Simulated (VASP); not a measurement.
# ScTeAs3 (Pm-3m) in VASP: further runs

The runs below take ScTeAs3 through relaxation of cell and atoms, single point, with PBE.

All numbers are computed with VASP 6.6.1; they aren't measurements. Logs are shortened: lines on timing, memory, paths and dates and some standing lists are left out, and cuts for length are marked.

**1. The cell of the first run**

Symmetry: Pm-3m, No. 221, cubic system. Conventional cell: a = 5.172 Å, b = 5.172 Å, c = 5.172 Å, α = 90.00°, β = 90.00°, γ = 90.00°. Sc (site symmetry m-3m) has 12 As at 3.66 Å and 8 Te at 4.48 Å within 4.8 Å. Within 3.4 Å of Te (site symmetry m-3m) lie 6 As at 2.59 Å. As (site symmetry 4/mmm) has 2 Te at 2.59 Å within 3.4 Å.

The cell was generated, and may not be a known phase.

**2. Relaxation of cell and atoms, PBE**

Input file INCAR:

```
ALGO = Normal
EDIFF = 1E-6
EDIFFG = -0.04
ENCUT = 600
GGA = PE
IBRION = 2
ISIF = 3
ISMEAR = 0
LASPH = True
LCHARG = False
LREAL = False
LWAVE = False
NELM = 60
NSW = 90
PREC = Accurate
SIGMA = 0.1
```

Input file KPOINTS:

```
k-points
0
Gamma
  4 4 4
```

Input file POSCAR:

```
ScTeAs3
1.0
    5.1717977400      0.0000000000      0.0000000000
    0.0000000000      5.1717977400      0.0000000000
    0.0000000000      0.0000000000      5.1717977400
Sc Te As
1 1 3
Direct
    0.5000000000      0.5000000000      0.5000000000
    0.0000000000      0.0000000000      0.0000000000
    0.5000000000      0.0000000000      0.0000000000
    0.0000000000      0.5000000000      0.0000000000
    0.0000000000      0.0000000000      0.5000000000
```

Potentials or basis: VASP PAW PBE potentials, release 64 (Sc_sv, Te, As).

Command:

```
$ cat potpaw_PBE.64/Sc_sv/POTCAR potpaw_PBE.64/Te/POTCAR potpaw_PBE.64/As/POTCAR > POTCAR
$ mpirun -np 1 vasp_std > vasp.out
```

OUTCAR:

```text
EDIFF = 1E-6
   EDIFFG = -0.04
   ENCUT = 600
   GGA = PE
   IBRION = 2
   ISIF = 3
   ISMEAR = 0
   LASPH = True
   LREAL = False
   NELM = 60
   NSW = 90
   PREC = Accurate

 ion  position               nearest neighbor table
   1  0.500  0.500  0.500-
   2  0.000  0.000  0.000-   3 2.59   4 2.59   5 2.59   5 2.59   4 2.59   3 2.59
   3  0.500  0.000  0.000-   2 2.59   2 2.59
   4  0.000  0.500  0.000-   2 2.59   2 2.59
   5  0.000  0.000  0.500-   2 2.59   2 2.59

  LATTYP: Found a simple cubic cell.
 ALAT       =     5.1717977400

  Lattice vectors:

 A1 = (   5.1717977400,   0.0000000000,   0.0000000000)
 A2 = (   0.0000000000,   5.1717977400,   0.0000000000)
 A3 = (   0.0000000000,   0.0000000000,   5.1717977400)

Analysis of symmetry for initial positions (statically):
=====================================================================
 Subroutine PRICEL returns:
 Original cell was already a primitive cell.

 Routine SETGRP: Setting up the symmetry group for a
 simple cubic supercell.

 Subroutine GETGRP returns: Found 48 space group operations
 (whereof 48 operations were pure point group operations)
 out of a pool of 48 trial point group operations.

The static configuration has the point symmetry O_h .

Analysis of symmetry for dynamics (positions and initial velocities):
=====================================================================
 Subroutine PRICEL returns:
 Original cell was already a primitive cell.

 Routine SETGRP: Setting up the symmetry group for a
 simple cubic supercell.

 Subroutine GETGRP returns: Found 48 space group operations
 (whereof 48 operations were pure point group operations)
 out of a pool of 48 trial point group operations.

The dynamic configuration has the point symmetry O_h .

 Subroutine INISYM returns: Found 48 space group operations
 (whereof 48 operations are pure point group operations),
 and found     1 'primitive' translations

----------------------------------------------------------------------------------------

                                     Primitive cell

  volume of cell :     138.3326

  direct lattice vectors                    reciprocal lattice vectors
     5.171797740  0.000000000  0.000000000     0.193356363  0.000000000  0.000000000
     0.000000000  5.171797740  0.000000000     0.000000000  0.193356363  0.000000000
     0.000000000  0.000000000  5.171797740     0.000000000  0.000000000  0.193356363

  length of vectors
     5.171797740  5.171797740  5.171797740     0.193356363  0.193356363  0.193356363

  position of ions in fractional coordinates (direct lattice)
     0.500000000  0.500000000  0.500000000
     0.000000000  0.000000000  0.000000000
     0.500000000  0.000000000  0.000000000
     0.000000000  0.500000000  0.000000000
     0.000000000  0.000000000  0.500000000

  ion indices of the primitive-cell ions
   primitive index   ion index
                 1           1
                 2           2
                 3           3
                 4           4
                 5           5

----------------------------------------------------------------------------------------

 KPOINTS: k-points

Automatic generation of k-mesh.
 Grid dimensions read from file:
 generate k-points for:    4    4    4

 Generating k-lattice:

  Cartesian coordinates                     Fractional coordinates (reciprocal lattice)
     0.048339091  0.000000000  0.000000000     0.250000000  0.000000000  0.000000000
     0.000000000  0.048339091  0.000000000     0.000000000  0.250000000  0.000000000
     0.000000000  0.000000000  0.048339091     0.000000000  0.000000000  0.250000000

  Length of vectors
     0.048339091  0.048339091  0.048339091

  Shift w.r.t. Gamma in fractional coordinates (k-lattice)
     0.000000000  0.000000000  0.000000000

 Subroutine IBZKPT returns following result:
 ===========================================

 Found     10 irreducible k-points:

 Following reciprocal coordinates:
            Coordinates               Weight
  0.000000  0.000000  0.000000      1.000000
  0.250000  0.000000  0.000000      6.000000
  0.500000  0.000000  0.000000      3.000000
  0.250000  0.250000  0.000000     12.000000
  0.500000  0.250000  0.000000     12.000000
  0.500000  0.500000  0.000000      3.000000
  0.250000  0.250000  0.250000      8.000000
  0.500000  0.250000  0.250000     12.000000
  0.500000  0.500000  0.250000      6.000000
  0.500000  0.500000  0.500000      1.000000
   k-points           NKPTS =     10   k-points in BZ     NKDIM =     10   number of bands    NBANDS=     20
   number of dos      NEDOS =    301   number of ions     NIONS =      5
   total plane-waves  NPLWV =  74088
   dimension x,y,z NGX =    42 NGY =   42 NGZ =   42
   dimension x,y,z NGXF=    84 NGYF=   84 NGZF=   84
   ions per type =               1   1   3
   NGX,Y,Z   is equivalent  to a cutoff of  13.50, 13.50, 13.50 a.u.
   NGXF,Y,Z  is equivalent  to a cutoff of  27.00, 27.00, 27.00 a.u.
 SYSTEM =  unknown system
   PREC   = accura    normal or accurate (medium, high low for compatibility)
   ISTART =      0    job   : 0-new  1-cont  2-samecut
   ICHARG =      2    charge: 1-file 2-atom 10-const
   ISPIN  =      1    spin polarized calculation?
   LNONCOLLINEAR =      F non collinear calculations
   LSORBIT =      F    spin-orbit coupling
   LASPH  =      T    aspherical Exc in radial PAW
   ENCUT  =  600.0 eV  44.10 Ry    6.64 a.u.  10.33 10.33 10.33*2*pi/ulx,y,z
   NELM   =     60;   NELMIN=  2; NELMDL= -5     # of ELM steps
   EDIFF  = 0.1E-05   stopping-criterion for ELM
   LREAL  =      F    real-space projection
   EDIFFG = -.4E-01   stopping-criterion for IOM
   NSW    =     90    number of steps for IOM
   IBRION =      2    ionic relax: 0-MD 1-quasi-New 2-CG
   NFREE  =      1    steps in history (QN), initial steepest desc. (CG)
   ISIF   =      3    stress and relaxation
   ISYM   =      2    0-nonsym 1-usesym 2-fastsym
   POTIM  = 0.5000    time-step for ionic-motion
   TEBEG  =    0.0;   TEEND  =   0.0 temperature during run
   PSTRESS=    0.0 pullay stress
   NELECT =      32.0000    total number of electrons
   NUPDOWN=      -1.0000    fix difference up-down
   EMIN   =  10.00;   EMAX   =-10.00  energy-range for DOS
   EFERMI =   0.00;   METHOD = LEGACY
   ISMEAR =     0;   SIGMA  =   0.10  broadening in eV -4-tet -1-fermi 0-gaus
   EFERMI_NEDOS =   21; number of points for ismear=-14 and -15
   IALGO  =     38    algorithm
   IMIX   =      4    mixing-type and parameters
     AMIX     =   0.40;   BMIX     =  1.00
     AMIX_MAG =   1.60;   BMIX_MAG =  1.00
  volume/ion in A,a.u.               =      27.67       186.70
  Fermi-wavevector in a.u.,A,eV,Ry     =   1.004963  1.899104 13.741205  1.009950
  Thomas-Fermi vector in A             =   2.137612
   LORBIT       =      0    0 simple, 1 ext, 2 COOP (PROOUT), +10 PAW based schemes
   GGA     = PE    functional components
   LHFCALC =     F    Hartree Fock is set to
   AEXX    =    0.0000 exact exchange contribution
   IVDW    =     0    specifies the selected vdW correction
   LEPSILON=     F    determine dielectric tensor
   LRPA    =     F    only Hartree local field effects (RPA)
 conjugate gradient relaxation of ions
 non-spin polarized calculation
 Gauss-broadening in eV      SIGMA  =   0.10
  energy-cutoff  :      600.00
  volume of cell :      138.33
 maximum number of plane-waves:      4645
 NGX is ok and might be reduce to    42
   NGX = 21   NGY = 21   NGZ = 21

--------------------------------------- Ionic step        1  -------------------------------------------

 number of electron      31.9999991 magnetization

 Free energy of the ion-electron system (eV)
  ---------------------------------------------------
  ext. energy  EPLUGINS =         0.00000000
  ---------------------------------------------------
  free energy    TOTEN  =       -19.61958939 eV

  energy without entropy =      -19.59185165  energy(sigma->0) =      -19.60572052

------------------------ aborting loop because EDIFF is reached ----------------------------------------

  FORCE on cell =-STRESS in cart. coord.  units (eV):
  Direction    XX          YY          ZZ          XY          YZ          ZX
  --------------------------------------------------------------------------------------
  -------------------------------------------------------------------------------------
  Total        1.6723487      1.6723487      1.6723487      0.0000000      0.0000000     -0.0000000
  in kB       19.3692513     19.3692513     19.3692513      0.0000000      0.0000000     -0.0000000
  external PRESSURE =      19.3692513 kB  Pullay stress =       0.0000000 kB

 VOLUME and BASIS-vectors are now :
 -----------------------------------------------------------------------------
  energy-cutoff  :      600.00
  volume of cell :      138.33
      direct lattice vectors                 reciprocal lattice vectors
     5.171797740  0.000000000  0.000000000     0.193356363  0.000000000  0.000000000
     0.000000000  5.171797740  0.000000000     0.000000000  0.193356363  0.000000000
     0.000000000  0.000000000  5.171797740     0.000000000  0.000000000  0.193356363
[... 40 lines left out ...]
 POSITION                                       TOTAL-FORCE (eV/Angst)
 -----------------------------------------------------------------------------------
      2.62762      2.62762      2.62762         0.000000      0.000000      0.000000
      0.00000      0.00000      0.00000        -0.000000     -0.000000      0.000000
      2.62762      0.00000     -0.00000        -0.000000     -0.000000      0.000000
      0.00000      2.62762     -0.00000        -0.000000     -0.000000      0.000000
      0.00000      0.00000      2.62762        -0.000000     -0.000000      0.000000
 -----------------------------------------------------------------------------------
    total drift:                                0.000000      0.000000     -0.000000

  FREE ENERGIE OF THE ION-ELECTRON SYSTEM (eV)
  ---------------------------------------------------
  free  energy   TOTEN  =       -19.6474325787 eV

  energy  without entropy=      -19.6164237496  energy(sigma->0) =      -19.63192816

--------------------------------------- Ionic step        3  -------------------------------------------

 number of electron      31.9999998 magnetization

 Free energy of the ion-electron system (eV)
  ---------------------------------------------------
  ext. energy  EPLUGINS =         0.00000000
  ---------------------------------------------------
  free energy    TOTEN  =       -19.65004644 eV

  energy without entropy =      -19.61966111  energy(sigma->0) =      -19.63485378

 E-fermi :   3.9495     XC(G=0):  -9.0463

 val. band max:        3.7017565381   @ k =   0.2500   0.2500   0.2500
 cond. band min:       3.9622009691   @ k =   0.2500   0.2500   0.0000
 fundamental gap:      0.2604444310
 Fermi energy:         3.9494717935

 k-point     1 :       0.0000    0.0000    0.0000
  band No.  band energies     occupation
      1     -47.5151      2.00000
      2     -26.0709      2.00000
      3     -26.0709      2.00000
      4     -26.0709      2.00000
      5     -10.6060      2.00000
      6      -5.8197      2.00000
[... 12 lines left out ...]
     19       4.3153      0.00000
     20       4.3692      0.00000
[... 227 lines left out ...]
 POSITION                                       TOTAL-FORCE (eV/Angst)
 -----------------------------------------------------------------------------------
      2.61793      2.61793      2.61793         0.000000      0.000000      0.000000
      0.00000      0.00000      0.00000        -0.000000     -0.000000      0.000000
      2.61793      0.00000     -0.00000        -0.000000     -0.000000      0.000000
      0.00000      2.61793     -0.00000        -0.000000     -0.000000      0.000000
      0.00000      0.00000      2.61793        -0.000000     -0.000000      0.000000
 -----------------------------------------------------------------------------------
    total drift:                                0.000000      0.000000     -0.000000

  FREE ENERGIE OF THE ION-ELECTRON SYSTEM (eV)
  ---------------------------------------------------
  free  energy   TOTEN  =       -19.6500464444 eV

  energy  without entropy=      -19.6196611141  energy(sigma->0) =      -19.63485378

 reached required accuracy - stopping structural energy minimisation
```

It took 61 s on 1 thread of Intel Xeon 6975P-C (Granite Rapids), shared host; peak memory 0.28 GiB.

What came out:

- Free energy: -19.6500 eV
- Relaxed volume: 28.71 Å³/atom
- Relaxed cell: a = 5.236 Å, b = 5.236 Å, c = 5.236 Å, α = 90.00°, β = 90.00°, γ = 90.00°
- Space group after relaxing (to 0.1 Å): Pm-3m (No. 221)
- Energy gained by relaxing: 6.1 meV/atom
- Ionic steps: 3
- Pressure after relaxing: 0.0 GPa
- Band gap on the k mesh: zero (bands 16 and 17 overlap by 0.83 eV)

Step by step:
| step | energy change (eV) | largest force (eV/Å) | pressure (GPa) | volume (Å³) |
| --- | --- | --- | --- | --- |
| 1 | 0.0000 | 0.0000 | 1.94 | 138.33 |
| 2 | -0.0278 | 0.0000 | -0.52 | 145.14 |
| 3 | -0.0305 | 0.0000 | 0.01 | 143.54 |

Final structure:
```
Sc Te As
1.0
     5.23586    0.00000    0.00000
     0.00000    5.23586    0.00000
     0.00000    0.00000    5.23586
Sc Te As
1 1 3
Direct
  0.50000 0.50000 0.50000
  0.00000 0.00000 0.00000
  0.50000 0.00000 0.00000
  0.00000 0.50000 0.00000
  0.00000 0.00000 0.50000
```

Levels at points of the mesh, in eV from the Fermi level:
```tsv
k point	band 12	band 13	band 14	band 15	band 16	band 17	band 18	band 19	band 20
(0.00, 0.00, 0.00)	-0.54	-0.54	-0.54	-0.29	-0.29	-0.29	0.37	0.37	0.42
(0.50, 0.00, 0.00)	-1.50	-1.50	-1.46	-0.81	-0.81	-0.40	0.14	0.49	0.81
(0.50, 0.50, 0.00)	-1.81	-1.69	-1.69	-0.71	0.03	0.03	0.27	0.39	0.62
(0.50, 0.50, 0.50)	-0.67	-0.67	-0.44	-0.44	-0.44	0.23	0.60	0.60	0.60
```

Caveat: spin-orbit coupling is left out, which moves the levels of the heavy elements.

**3. Single point, PBE**

This run uses another cell than the first one, of 28.34 Å³/atom.

Input file INCAR:

```
PREC     = Accurate       # precision mode
ENCUT    = 520            # plane-wave cutoff, eV
EDIFF    = 1E-6           # SCF threshold, eV
ISMEAR   = 0              # smearing method
SIGMA    = 0.1            # smearing width, eV
LREAL    = False          # projectors in reciprocal space
LASPH    = True           # aspherical terms in the spheres
NELM     = 80             # most SCF steps
ALGO     = Normal         # electronic algorithm
ISIF     = 2              # what is computed and relaxed
LWAVE    = False          # write WAVECAR
LCHARG   = True           # write CHGCAR
GGA      = PE             # functional
LELF     = True           # ELF
LVHAR    = True         
NBANDS   = 24             # bands
```

Input file KPOINTS:

```
Automatic mesh
0
Gamma
  8 8 8
```

Changes to POSCAR since step 2:

```diff
@@ -2,5 +2,5 @@
 1.0
-    5.1717977400      0.0000000000      0.0000000000
-    0.0000000000      5.1717977400      0.0000000000
-    0.0000000000      0.0000000000      5.1717977400
+    5.2135248513      0.0000000000      0.0000000000
+    0.0000000000      5.2135248513      0.0000000000
+    0.0000000000      0.0000000000      5.2135248513
 Sc Te As
```

Potentials or basis: VASP PAW PBE potentials, release 64 (Sc_sv, Te, As).

Command:

```
$ cat potpaw_PBE.64/Sc_sv/POTCAR potpaw_PBE.64/Te/POTCAR potpaw_PBE.64/As/POTCAR > POTCAR
$ mpirun -np 1 vasp_std > vasp.out
```

Wall time 53 s (1 thread of Intel Xeon 6975P-C (Granite Rapids), shared host); peak memory 0.32 GiB.

Results (log left out):

| Property | Result |
| --- | --- |
| Free energy | -19.9736 eV |
| Pressure | 0.1 GPa |
| Band gap on the k mesh | zero (bands 16 and 17 overlap by 1.21 eV) |

Levels at points of the mesh, in eV from the Fermi level:
```tsv
k point	band 14	band 15	band 16	band 17	band 18	band 19
(0.00, 0.00, 0.00)	-0.43	-0.19	-0.19	-0.19	0.48	0.48
(0.50, 0.00, 0.00)	-1.37	-0.71	-0.71	-0.30	0.25	0.60
(0.50, 0.50, 0.00)	-1.61	-0.63	0.13	0.13	0.39	0.50
(0.50, 0.50, 0.50)	-0.33	-0.33	-0.33	0.36	0.71	0.71
```

Caveat: spin-orbit coupling is left out, which moves the levels of the heavy elements.

**4. Single point, PBE, collinear spin**

This run uses another cell than the first one, of 28.80 Å³/atom.

Input file INCAR:

```
SYSTEM = ScTeAs3
PREC = Accurate ; ENCUT = 520
EDIFF = 1E-6 ; ISMEAR = 0
SIGMA = 0.1 ; LREAL = .False.
LASPH = .True. ; NELM = 150
ALGO = Normal ; ISIF = 2
LWAVE = .False. ; LCHARG = .False.
ISPIN = 2 ; MAGMOM = 1 0 0 0 0
LORBIT = 11 ; LMAXMIX = 4
GGA = PE ; NBANDS = 28
```

Input file KPOINTS:

```
regular mesh
0
Gamma
  4 4 4
  0 0 0
```

Changes to POSCAR since step 3:

```diff
@@ -2,5 +2,5 @@
 1.0
-    5.2135248513      0.0000000000      0.0000000000
-    0.0000000000      5.2135248513      0.0000000000
-    0.0000000000      0.0000000000      5.2135248513
+    5.2412475279      0.0000000000      0.0000000000
+    0.0000000000      5.2412475279      0.0000000000
+    0.0000000000      0.0000000000      5.2412475279
 Sc Te As
```

Command:

```
$ cat potpaw_PBE.64/Sc_sv/POTCAR potpaw_PBE.64/Te/POTCAR potpaw_PBE.64/As/POTCAR > POTCAR
$ mpirun -np 1 vasp_std > vasp.out
```

Run time: 40 s. Hardware: 1 thread of Intel Xeon 6975P-C (Granite Rapids), shared host; peak memory 0.31 GiB.

Results (log left out):

```
Free energy                                           : -19.6502 eV
Pressure                                              : -0.1 GPa
Band gap on the k mesh                                : zero (filled and empty bands overlap)
Net moment                                            : 0.00 μB per cell
Valence electrons inside the program's atomic spheres : Sc 8.98; Te 3.44; As 2.68
```

Levels at points of the mesh, in eV from the Fermi level:
Spin up:
```csv
k point,band 12,band 13,band 14,band 15,band 16,band 17,band 18,band 19,band 20,band 21
"(0.00, 0.00, 0.00)",-0.53,-0.53,-0.53,-0.29,-0.29,-0.29,0.37,0.37,0.42,0.42
"(0.50, 0.00, 0.00)",-1.49,-1.49,-1.45,-0.80,-0.80,-0.40,0.14,0.49,0.81,1.40
"(0.50, 0.50, 0.00)",-1.81,-1.68,-1.68,-0.71,0.03,0.03,0.27,0.39,0.62,1.30
"(0.50, 0.50, 0.50)",-0.67,-0.67,-0.44,-0.44,-0.44,0.23,0.59,0.59,0.59,0.73
```
Spin down:
```csv
k point,band 13,band 14,band 15,band 16,band 17,band 18,band 19,band 20
"(0.00, 0.00, 0.00)",-0.53,-0.53,-0.29,-0.29,-0.29,0.37,0.37,0.42
"(0.50, 0.00, 0.00)",-1.49,-1.45,-0.80,-0.80,-0.40,0.14,0.49,0.81
"(0.50, 0.50, 0.00)",-1.68,-1.68,-0.71,0.03,0.03,0.27,0.39,0.62
"(0.50, 0.50, 0.50)",-0.67,-0.44,-0.44,-0.44,0.23,0.59,0.59,0.59
```

Caveat: spin-orbit coupling is left out, which moves the levels of the heavy elements.

(Continued in part 2 of 2.)

The gap in the log of VASP goes by the Fermi energy; the results here count the filled bands.